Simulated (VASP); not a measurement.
# HfC (Fm-3m) in VASP: notebook

HfC is run at these levels: PBEsol; tasks: single point, relaxation of cell and atoms.

Program: VASP 6.6.1. These are calculated values, not measurements. Logs are shortened: lines on timing, memory, paths and dates and some standing lists are left out, and cuts for length are marked.

### 1 The cell of the first run

It takes space group Fm-3m (No. 225, cubic). The conventional cell has a = 4.595 Å, b = 4.595 Å, c = 4.595 Å, α = 90.00°, β = 90.00°, γ = 90.00°. Hf (site symmetry m-3m) has 6 C at 2.30 Å within 3.0 Å. Within 3.0 Å of C (site symmetry m-3m) lie 6 Hf at 2.30 Å.

### 2 Single point, PBEsol

Input file INCAR:

```
PREC     = Accurate       # precision mode
ENCUT    = 520            # plane-wave cutoff, eV
EDIFF    = 1E-7           # SCF threshold, eV
ISMEAR   = -1             # smearing method
SIGMA    = 0.1            # smearing width, eV
LREAL    = False          # projectors in reciprocal space
LASPH    = True           # aspherical terms in the spheres
NELM     = 80             # most SCF steps
ALGO     = Normal         # electronic algorithm
ISIF     = 2              # what is computed and relaxed
LWAVE    = False          # write WAVECAR
LCHARG   = False          # write CHGCAR
GGA      = PS             # functional
NBANDS   = 14             # bands
```

Input file KPOINTS:

```
Automatic mesh
0
Gamma
  18 18 18
```

Input file POSCAR:

```
HfC
1.0
    0.0000000000      2.2975594055      2.2975594055
    2.2975594055      0.0000000000      2.2975594055
    2.2975594055      2.2975594055      0.0000000000
Hf C
1 1
Direct
    0.5000000000      0.5000000000      0.5000000000
    0.0000000000      0.0000000000      0.0000000000
```

Potentials or basis: VASP PAW PBE potentials, release 64 (Hf_pv, C).

Run with:

```console
$ cat potpaw_PBE.64/Hf_pv/POTCAR potpaw_PBE.64/C/POTCAR > POTCAR
$ mpirun -np 1 vasp_std > vasp.out
```

OUTCAR:

```text
PREC = Accurate
   ENCUT = 520
   EDIFF = 1E-7
   ISMEAR = -1
   LREAL = False
   LASPH = True
   NELM = 80
   ISIF = 2
   GGA = PS

 ion  position               nearest neighbor table
   1  0.500  0.500  0.500-   2 2.30   2 2.30   2 2.30   2 2.30   2 2.30   2 2.30
   2  0.000  0.000  0.000-   1 2.30   1 2.30   1 2.30   1 2.30   1 2.30   1 2.30

  LATTYP: Found a face centered cubic cell.
 ALAT       =     4.5951188110

  Lattice vectors:

 A1 = (   0.0000000000,   2.2975594055,   2.2975594055)
 A2 = (   2.2975594055,   0.0000000000,   2.2975594055)
 A3 = (   2.2975594055,   2.2975594055,   0.0000000000)

Analysis of symmetry for initial positions (statically):
=====================================================================
 Subroutine PRICEL returns:
 Original cell was already a primitive cell.

 Routine SETGRP: Setting up the symmetry group for a
 face centered cubic supercell.

 Subroutine GETGRP returns: Found 48 space group operations
 (whereof 48 operations were pure point group operations)
 out of a pool of 48 trial point group operations.

The static configuration has the point symmetry O_h .

Analysis of symmetry for dynamics (positions and initial velocities):
=====================================================================
 Subroutine PRICEL returns:
 Original cell was already a primitive cell.

 Routine SETGRP: Setting up the symmetry group for a
 face centered cubic supercell.

 Subroutine GETGRP returns: Found 48 space group operations
 (whereof 48 operations were pure point group operations)
 out of a pool of 48 trial point group operations.

The dynamic configuration has the point symmetry O_h .

 Subroutine INISYM returns: Found 48 space group operations
 (whereof 48 operations are pure point group operations),
 and found     1 'primitive' translations

----------------------------------------------------------------------------------------

                                     Primitive cell

  volume of cell :      24.2566

  direct lattice vectors                    reciprocal lattice vectors
     0.000000000  2.297559405  2.297559405    -0.217622229  0.217622229  0.217622229
     2.297559405  0.000000000  2.297559405     0.217622229 -0.217622229  0.217622229
     2.297559405  2.297559405  0.000000000     0.217622229  0.217622229 -0.217622229

  length of vectors
     3.249239672  3.249239672  3.249239672     0.376932758  0.376932758  0.376932758

  position of ions in fractional coordinates (direct lattice)
     0.500000000  0.500000000  0.500000000
     0.000000000  0.000000000  0.000000000

  ion indices of the primitive-cell ions
   primitive index   ion index
                 1           1
                 2           2

----------------------------------------------------------------------------------------

 KPOINTS: Automatic mesh

Automatic generation of k-mesh.
 Grid dimensions read from file:
 generate k-points for:   18   18   18

 Generating k-lattice:

  Cartesian coordinates                     Fractional coordinates (reciprocal lattice)
    -0.012090124  0.012090124  0.012090124     0.055555556  0.000000000  0.000000000
     0.012090124 -0.012090124  0.012090124     0.000000000  0.055555556  0.000000000
     0.012090124  0.012090124 -0.012090124     0.000000000  0.000000000  0.055555556

  Length of vectors
     0.020940709  0.020940709  0.020940709

  Shift w.r.t. Gamma in fractional coordinates (k-lattice)
     0.000000000  0.000000000  0.000000000

 Subroutine IBZKPT returns following result:
 ===========================================

 Found    195 irreducible k-points:

 Following reciprocal coordinates:
            Coordinates               Weight
  0.000000  0.000000  0.000000      1.000000
  0.055556  0.000000  0.000000      8.000000
  0.111111  0.000000  0.000000      8.000000
  0.166667  0.000000  0.000000      8.000000
  0.222222  0.000000  0.000000      8.000000
  0.277778  0.000000  0.000000      8.000000
[... 16 lines left out ...]
 -0.277778  0.055556  0.000000     24.000000
 -0.222222  0.055556  0.000000     24.000000
 [... further k-points ...]
   k-points           NKPTS =    195   k-points in BZ     NKDIM =    195   number of bands    NBANDS=     14
   number of dos      NEDOS =    301   number of ions     NIONS =      2
   total plane-waves  NPLWV =  13824
   dimension x,y,z NGX =    24 NGY =   24 NGZ =   24
   dimension x,y,z NGXF=    48 NGYF=   48 NGZF=   48
   ions per type =               1   1
   NGX,Y,Z   is equivalent  to a cutoff of  12.28, 12.28, 12.28 a.u.
   NGXF,Y,Z  is equivalent  to a cutoff of  24.56, 24.56, 24.56 a.u.
 SYSTEM =  unknown system
   PREC   = accura    normal or accurate (medium, high low for compatibility)
   ISTART =      0    job   : 0-new  1-cont  2-samecut
   ICHARG =      2    charge: 1-file 2-atom 10-const
   ISPIN  =      1    spin polarized calculation?
   LNONCOLLINEAR =      F non collinear calculations
   LSORBIT =      F    spin-orbit coupling
[... 24 lines left out ...]
  volume/ion in A,a.u.               =      12.13        81.85
  Fermi-wavevector in a.u.,A,eV,Ry     =   1.363036  2.575765 25.277829  1.857868
  Thomas-Fermi vector in A             =   2.489474
   LORBIT       =      0    0 simple, 1 ext, 2 COOP (PROOUT), +10 PAW based schemes
   GGA     = PS    functional components
   LHFCALC =     F    Hartree Fock is set to
   AEXX    =    0.0000 exact exchange contribution
   IVDW    =     0    specifies the selected vdW correction
   LEPSILON=     F    determine dielectric tensor
   LRPA    =     F    only Hartree local field effects (RPA)
 non-spin polarized calculation
  energy-cutoff  :      520.00
  volume of cell :       24.26
 maximum number of plane-waves:       664
   NGX = 13   NGY = 13   NGZ = 13

 number of electron      14.0000001 magnetization

 Free energy of the ion-electron system (eV)
  ---------------------------------------------------
  ext. energy  EPLUGINS =         0.00000000
  ---------------------------------------------------
  free energy    TOTEN  =       -22.19964030 eV

  energy without entropy =      -22.19018526  energy(sigma->0) =      -22.19491278

 E-fermi :   6.0765     XC(G=0): -12.5969

 val. band max:        6.0589767270   @ k =   0.1111   0.0556   0.0000
 cond. band min:       6.0958359544   @ k =   0.5000   0.4444   0.0000
 fundamental gap:      0.0368592274
 Fermi energy:         6.0764653372

 k-point     1 :       0.0000    0.0000    0.0000
  band No.  band energies     occupation
      1     -23.2452      2.00000
      2     -23.2452      2.00000
      3     -23.2452      2.00000
      4      -6.3879      2.00000
      5       7.1275      0.00005
      6       7.1275      0.00005
      7       7.1275      0.00005
      8       7.4356      0.00000
      9       7.4356      0.00000
     10       7.4356      0.00000
     11       9.5561      0.00000
     12       9.5561      0.00000
     13      13.3398      0.00000
     14      17.1316      0.00000

 k-point     2 :       0.0556    0.0000    0.0000
  band No.  band energies     occupation
      1     -23.2707      2.00000
      2     -23.2476      2.00000
      3     -23.2476      2.00000
      4      -6.3046      2.00000
      5       6.4430      0.04993
      6       6.6657      0.00551
      7       6.6657      0.00551
      8       7.6424      0.00000
      9       7.6424      0.00000
     10       7.9218      0.00000
     11       9.9804      0.00000
     12       9.9804      0.00000
     13      13.5169      0.00000
     14      17.3645      0.00000

 k-point     3 :       0.1111    0.0000    0.0000
  band No.  band energies     occupation
      1     -23.3435      2.00000
      2     -23.2545      2.00000
      3     -23.2545      2.00000
      4      -6.0603      2.00000
      5       5.4959      1.99399
      6       5.9321      1.61804
      7       5.9321      1.61804
      8       7.9349      0.00000
      9       7.9349      0.00000
     10       8.3423      0.00000
     11      10.9232      0.00000
     12      10.9232      0.00000
     13      13.9917      0.00000
     14      18.0240      0.00000
[... 324 lines left out ...]
 k-point    23 :      -0.2778    0.0556    0.0000
  band No.  band energies     occupation
      1     -23.7605      2.00000
      2     -23.3240      2.00000
      3     -23.2863      2.00000
      4      -4.3120      2.00000
      5       2.1359      2.00000
      6       3.6996      2.00000
      7       3.9578      2.00000
      8       9.3673      0.00000
      9       9.3946      0.00000
     10      10.4211      0.00000
     11      14.0894      0.00000
     12      15.5924      0.00000
     13      15.7488      0.00000
     14      20.0369      0.00000

 k-point    24 :      -0.2222    0.0556    0.0000
  band No.  band energies     occupation
      1     -23.6309      2.00000
      2     -23.3099      2.00000
      3     -23.2721      2.00000
      4      -4.9207      2.00000
      5       3.0596      2.00000
      6       4.1747      2.00000
      7       4.4670      2.00000
      8       8.7526      0.00000
      9       8.9885      0.00000
     10       9.7658      0.00000
     11      12.9220      0.00000
     12      14.3883      0.00000
     13      15.5714      0.00000
     14      20.0575      0.00000

 [... further k-points ...]
[... 5 lines left out ...]
  --------------------------------------------------------------------------------------
  -------------------------------------------------------------------------------------
  Total        0.2566326      0.2566326      0.2566326      0.0000000      0.0000000      0.0000000
  in kB       16.9508792     16.9508792     16.9508792      0.0000000      0.0000000      0.0000000
  external PRESSURE =      16.9508792 kB  Pullay stress =       0.0000000 kB

 VOLUME and BASIS-vectors are now :
 -----------------------------------------------------------------------------
  energy-cutoff  :      520.00
  volume of cell :       24.26
      direct lattice vectors                 reciprocal lattice vectors
     0.000000000  2.297559405  2.297559405    -0.217622229  0.217622229  0.217622229
     2.297559405  0.000000000  2.297559405     0.217622229 -0.217622229  0.217622229
     2.297559405  2.297559405  0.000000000     0.217622229  0.217622229 -0.217622229

 POSITION                                       TOTAL-FORCE (eV/Angst)
 -----------------------------------------------------------------------------------
      2.29756      2.29756      2.29756        -0.000000     -0.000000     -0.000000
      0.00000      0.00000      0.00000         0.000000      0.000000      0.000000
 -----------------------------------------------------------------------------------
    total drift:                                0.000000     -0.000000      0.000000

  FREE ENERGIE OF THE ION-ELECTRON SYSTEM (eV)
  ---------------------------------------------------
  free  energy   TOTEN  =       -22.1996403020 eV

  energy  without entropy=      -22.1901852555  energy(sigma->0) =      -22.19491278
```

Run time: 27 s. Hardware: 1 thread of Intel Xeon Platinum 8559C (Emerald Rapids), shared host; peak memory 0.19 GiB.

What came out:

| Quantity | Value |
| --- | --- |
| Free energy | -22.1996 eV |
| Pressure | 1.7 GPa |
| Band gap on the k mesh | zero (band 7 reaches 7.13 eV, above the bottom of band 8 at 5.66 eV) |

Levels at points of the mesh, in eV from the Fermi level:
| k point | band 3 | band 4 | band 5 | band 6 | band 7 | band 8 | band 9 | band 10 | band 11 | band 12 |
| --- | --- | --- | --- | --- | --- | --- | --- | --- | --- | --- |
| (0.00, 0.00, 0.00) | -29.32 | -12.46 | 1.05 | 1.05 | 1.05 | 1.36 | 1.36 | 1.36 | 3.48 | 3.48 |
| (0.50, 0.00, 0.00) | -29.40 | -8.45 | -6.33 | -3.11 | -3.11 | 5.51 | 5.51 | 6.00 | 6.70 | 11.89 |
| (0.50, 0.50, 0.00) | -29.59 | -10.52 | -2.54 | -1.95 | -0.04 | -0.04 | 5.51 | 7.02 | 7.02 | 8.81 |

Caveat: the PAW data sets were made with another functional, which shifts forces and pressure a little; spin-orbit coupling is left out, which moves the levels of the heavy elements.

### 3 Single point, PBEsol

This run uses another cell than the first one, of 12.23 Å³/atom, 1.008 times its volume.

Input file INCAR:

```
ALGO = Normal ; EDIFF = 1E-6
ENCUT = 520 ; GGA = PS
ISIF = 2 ; ISMEAR = -1
LASPH = True ; LCHARG = False
LREAL = False ; LWAVE = False
NBANDS = 14 ; NELM = 60
PREC = Accurate ; SIGMA = 0.1
```

Input file KPOINTS:

```
k-points
0
Gamma
  18 18 18
```

Input file POSCAR:

```
HfC
1.0
    0.0000000000      2.3036722454      2.3036722454
    2.3036722454      0.0000000000      2.3036722454
    2.3036722454      2.3036722454      0.0000000000
Hf C
1 1
Direct
    0.5000000000      0.5000000000      0.5000000000
    0.0000000000      0.0000000000      0.0000000000
```

Potentials or basis: VASP PAW PBE potentials, release 64 (Hf_pv, C).

Run with:

```console
$ cat potpaw_PBE.64/Hf_pv/POTCAR potpaw_PBE.64/C/POTCAR > POTCAR
$ mpirun -np 1 vasp_std > vasp.out
```

Wall time 21 s (1 thread of Intel Xeon Platinum 8559C (Emerald Rapids), shared host); peak memory 0.19 GiB.

The run converged. Its results:

```
Free energy            : -22.2005 eV
Pressure               : -0.4 GPa
Band gap on the k mesh : zero (band 7 reaches 7.06 eV, above the bottom of band 8 at 5.60 eV)
```

Levels at points of the mesh, in eV from the Fermi level:
```tsv
k point	band 5	band 6	band 7	band 8	band 9	band 10
(0.00, 0.00, 0.00)	1.05	1.05	1.05	1.36	1.36	1.36
(0.50, 0.00, 0.00)	-6.30	-3.08	-3.08	5.46	5.46	5.95
(0.50, 0.50, 0.00)	-2.55	-1.92	-0.04	-0.04	5.47	6.95
```

Caveat: the PAW data sets were made with another functional, which shifts forces and pressure a little; spin-orbit coupling is left out, which moves the levels of the heavy elements.

### 4 Relaxation of cell and atoms, PBEsol, target pressure 1 GPa, at which the enthalpy is minimised

This run uses another cell than the first one, of 12.23 Å³/atom, 1.008 times its volume.

Input file INCAR:

```
ALGO = Normal
EDIFF = 1E-6
EDIFFG = -0.002
ENCUT = 600
GGA = PS
IBRION = 2
ISIF = 3
ISMEAR = -1
LASPH = True
LCHARG = False
LREAL = False
LWAVE = False
NELM = 100
NSW = 100
PREC = Accurate
PSTRESS = 10.0
SIGMA = 0.1
```

KPOINTS is that of step 3.

POSCAR is that of step 3.

Run with:

```console
$ cat potpaw_PBE.64/Hf_pv/POTCAR potpaw_PBE.64/C/POTCAR > POTCAR
$ mpirun -np 1 vasp_std > vasp.out
```

It took 89 s on 1 thread of Intel Xeon Platinum 8559C (Emerald Rapids), shared host; peak memory 0.22 GiB.

Results (log left out):

| Quantity | Value |
| --- | --- |
| Free energy | -22.2012 eV |
| Relaxed volume | 12.16 Å³/atom |
| Relaxed cell | a = 3.252 Å, b = 3.252 Å, c = 3.252 Å, α = 60.00°, β = 60.00°, γ = 60.00° |
| Space group after relaxing (to 0.05 Å) | Fm-3m (No. 225) |
| Energy change on relaxing (the enthalpy is what falls) | +0.1 meV/atom |
| Ionic steps | 3 |
| Pressure after relaxing | 1.0 GPa |
| Band gap on the k mesh | zero (band 7 reaches 7.11 eV, above the bottom of band 8 at 5.65 eV) |

The path:
```tsv
step	energy change (eV)	largest force (eV/Å)	pressure (GPa)	volume (Å³)
1	0.0000	0.0000	-0.44	24.45
2	0.0039	0.0000	3.75	24.06
3	0.0002	0.0000	1.00	24.31
```

Final structure:
```
Hf C
1.0
     0.00000    2.29932    2.29932
     2.29932    0.00000    2.29932
     2.29932    2.29932    0.00000
Hf C
1 1
Cartesian
  2.2993 2.2993 2.2993
  0.0000 0.0000 0.0000
```

Levels at points of the mesh, in eV from the Fermi level:
| k point | band 3 | band 4 | band 5 | band 6 | band 7 | band 8 | band 9 | band 10 | band 11 |
| --- | --- | --- | --- | --- | --- | --- | --- | --- | --- |
| (0.00, 0.00, 0.00) | -29.33 | -12.45 | 1.05 | 1.05 | 1.05 | 1.36 | 1.36 | 1.36 | 3.47 |
| (0.50, 0.00, 0.00) | -29.41 | -8.45 | -6.32 | -3.10 | -3.10 | 5.49 | 5.49 | 5.99 | 6.69 |
| (0.50, 0.50, 0.00) | -29.60 | -10.51 | -2.54 | -1.94 | -0.04 | -0.04 | 5.50 | 7.00 | 7.00 |

Caveat: the cell is relaxed towards a set pressure, so the enthalpy falls and the energy may rise; the PAW data sets were made with another functional, which shifts forces and pressure a little; spin-orbit coupling is left out, which moves the levels of the heavy elements.

### 5 Relaxation of cell and atoms, PBEsol, target pressure 2 GPa, at which the enthalpy is minimised

This run uses another cell than the first one, of 12.23 Å³/atom, 1.008 times its volume.

Input file INCAR:

```
  PREC = Accurate
  ENCUT = 600
  EDIFF = 1E-6
  ISMEAR = -1
  SIGMA = 0.1
  LREAL = F
  LASPH = T
  NELM = 100
  ALGO = Normal
  ISIF = 3
  LWAVE = F
  LCHARG = F
  GGA = PS
  IBRION = 2
  NSW = 100
  EDIFFG = -0.002
  PSTRESS = 20.0
```

Input file KPOINTS:

```
Automatic mesh
0
Gamma
  18 18 18
```

POSCAR is that of step 4.

Run with:

```console
$ cat potpaw_PBE.64/Hf_pv/POTCAR potpaw_PBE.64/C/POTCAR > POTCAR
$ mpirun -np 1 vasp_std > vasp.out
```

Wall time 78 s (1 thread of Intel Xeon Platinum 8559C (Emerald Rapids), shared host); peak memory 0.22 GiB.

Results (log left out):

```yaml
Free_energy: -22.2003 eV
Relaxed_volume: 12.11 Å³/atom
Relaxed_cell: a = 3.248 Å, b = 3.248 Å, c = 3.248 Å, α = 60.00°, β = 60.00°, γ = 60.00°
Space_group_after_relaxing_to_0.05_Å: Fm-3m (No. 225)
Energy_change_on_relaxing_the_enthalpy_is_what_falls: +0.6 meV/atom
Ionic_steps: 3
Pressure_after_relaxing: 2.0 GPa
Band_gap_on_the_k_mesh: zero (band 7 reaches 7.14 eV, above the bottom of band 8 at 5.68 eV)
```

The path:
| step | energy change (eV) | largest force (eV/Å) | pressure (GPa) | volume (Å³) |
| --- | --- | --- | --- | --- |
| 1 | 0.0000 | 0.0000 | -0.44 | 24.45 |
| 2 | 0.0126 | 0.0000 | 6.83 | 23.80 |
| 3 | 0.0011 | 0.0000 | 1.98 | 24.22 |

Final structure:
```cif
data_structure
_symmetry_space_group_name_H-M 'P 1'
_symmetry_Int_Tables_number 1
_cell_length_a 3.2476
_cell_length_b 3.2476
_cell_length_c 3.2476
_cell_angle_alpha 60.000
_cell_angle_beta 60.000
_cell_angle_gamma 60.000
_cell_volume 24.22
loop_
_atom_site_label
_atom_site_type_symbol
_atom_site_fract_x
_atom_site_fract_y
_atom_site_fract_z
_atom_site_occupancy
Hf1 Hf 0.50000 0.50000 0.50000 1
C1 C 0.00000 0.00000 0.00000 1
```

Levels at points of the mesh, in eV from the Fermi level:
```tsv
k point	band 3	band 4	band 5	band 6	band 7	band 8	band 9	band 10	band 11
(0.00, 0.00, 0.00)	-29.31	-12.47	1.05	1.05	1.05	1.36	1.36	1.36	3.49
(0.50, 0.00, 0.00)	-29.39	-8.44	-6.34	-3.11	-3.11	5.52	5.52	6.01	6.71
(0.50, 0.50, 0.00)	-29.58	-10.53	-2.54	-1.95	-0.03	-0.03	5.52	7.03	7.03
```

Caveat: the cell is relaxed towards a set pressure, so the enthalpy falls and the energy may rise; the PAW data sets were made with another functional, which shifts forces and pressure a little; spin-orbit coupling is left out, which moves the levels of the heavy elements.

### 6 Summary

```csv
task,cell,cutoff (eV),gap on the mesh (eV),pressure (GPa)
single point,"a = 3.249 Å, angles 60.0°, 2 atoms",520,none,1.7
single point,"a = 3.258 Å, angles 60.0°, 2 atoms",520,none,-0.4
relaxation of cell and atoms,"relaxed to 1 GPa from a = 3.258 Å, angles 60.0°, 2 atoms",600,none,1.0
relaxation of cell and atoms,"relaxed to 2 GPa from a = 3.258 Å, angles 60.0°, 2 atoms",600,none,2.0
```

Alike in all rows: level PBEsol; potentials or basis VASP PAW PBE potentials, release 64 (Hf_pv, C); no spin polarisation; k mesh 18 × 18 × 18; smearing fermi-dirac 0.1 eV.

Caveats: the PAW data sets were made with another functional, which shifts forces and pressure a little; spin-orbit coupling is left out, which moves the levels of the heavy elements; the cell is relaxed towards a set pressure, so the enthalpy falls and the energy may rise (some runs).

Total energies depend on the potentials used, so only differences within one code and one set of settings carry meaning.
